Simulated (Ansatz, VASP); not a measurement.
# One calculation of Li, two programs

```
CELL_PARAMETERS angstrom
3.11100 0.00000 0.00000
-1.55550 2.69421 0.00000
0.00000 0.00000 5.09300
ATOMIC_POSITIONS crystal
Li 0.33333 0.66667 0.25000
Li 0.66667 0.33333 0.75982
```

Alike in both runs: task single point; functional PBE; k mesh 15 × 15 × 8; occupations fermi-dirac, width 0.03 eV; no spin polarisation.

|  | VASP | Ansatz |
| --- | --- | --- |
| version | VASP 6.6.1 | Ansatz 0.2.0 |
| potentials or method | VASP PAW PBE potentials, release 64 (Li_sv), cutoff 520 eV | all-electron LAPW, scalar-relativistic |

|  | VASP | Ansatz | Ansatz less VASP |
| --- | --- | --- | --- |
| rms of the force components (eV/Å) | 0.032 | 0.032 | -0.0003 |

Atom by atom the forces differ by 0.000 eV/Å (rms over components). Ansatz ran all-electron here, and VASP with PAW potentials.

Noted on VASP's run: the cutoff is short for stress, so the pressure is rough.
